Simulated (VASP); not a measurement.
Wanted: the native input for a VASP 6.6.1 run.

```yaml
Task: relaxation of cell and atoms
Functional: r2SCAN
Potentials_or_basis: VASP PAW PBE potentials, release 64 (Fe)
Cutoff: 600 eV
k_mesh: 15 × 15 × 15
Occupations: fermi-dirac, width 0.1 eV
Spin: no spin polarisation
Dipole_correction: no
Further_INCAR_settings: ALGO = Normal; EDIFF = 1e-06; IBRION = 2; EDIFFG = -0.01; NSW = 80; ISIF = 3
```

The system is Fe.

```xyz
1
Lattice="-1.4332 1.4332 1.4332 1.4332 -1.4332 1.4332 1.4332 1.4332 -1.4332" Properties=species:S:1:pos:R:3 pbc="T T T"
Fe    0.0000    0.0000    0.0000
```

One way to write it, as run:

POSCAR

```
Fe
1.0
   -1.4332500000      1.4332500000      1.4332500000
    1.4332500000     -1.4332500000      1.4332500000
    1.4332500000      1.4332500000     -1.4332500000
Fe
1
Direct
    0.0000000000      0.0000000000      0.0000000000
```

INCAR.step1

```
SYSTEM = Fe
PREC = Accurate ; ENCUT = 600
ISMEAR = -1 ; SIGMA = 0.1
LREAL = .False. ; LASPH = .True.
NELM = 80 ; GGA = PE
ALGO = Normal ; EDIFF = 1E-4
LWAVE = .True. ; LCHARG = .False.
```

INCAR.step2

```
SYSTEM = Fe
PREC = Accurate ; ENCUT = 600
EDIFF = 1E-6 ; ISMEAR = -1
SIGMA = 0.1 ; LREAL = .False.
LASPH = .True. ; NELM = 80
ALGO = Normal ; ISIF = 3
LWAVE = .False. ; LCHARG = .False.
METAGGA = R2SCAN ; LMIXTAU = .True.
IBRION = 2 ; NSW = 80
EDIFFG = -0.01 ; ISTART = 1
```

KPOINTS

```
regular mesh
0
Gamma
  15 15 15
  0 0 0
```

Potentials or basis: VASP PAW PBE potentials, release 64 (Fe).

The run is started by

```console
$ cat potpaw_PBE.64/Fe/POTCAR > POTCAR
$ cp INCAR.step1 INCAR
$ mpirun -np 1 vasp_std > vasp.out
$ cp INCAR.step2 INCAR
$ mpirun -np 1 vasp_std > vasp.out
```

Results of the run:

- Relaxed volume: 10.19 Å³/atom
- Relaxed cell: a = 2.366 Å, b = 2.366 Å, c = 2.366 Å, α = 109.47°, β = 109.47°, γ = 109.47°
- Space group after relaxing (to 0.05 Å): Im-3m (No. 229)
- Energy gained by relaxing: 171.9 meV/atom
- Ionic steps: 7
- Pressure after relaxing: 0.1 GPa
- Band gap on the k mesh: zero (band 4 reaches 7.88 eV, above the bottom of band 5 at 5.87 eV)

Caveat: the PAW data sets were made with another functional, which shifts forces and pressure a little; the volume moved by -13 % from the deposited cell, more than functionals usually miss; the run has no spin polarisation, though such a crystal can be magnetic.

Run time: 3 min on 1 thread of AMD EPYC 9R45 96-Core Processor (Zen 5) (shared host), peak memory 0.12 GiB.
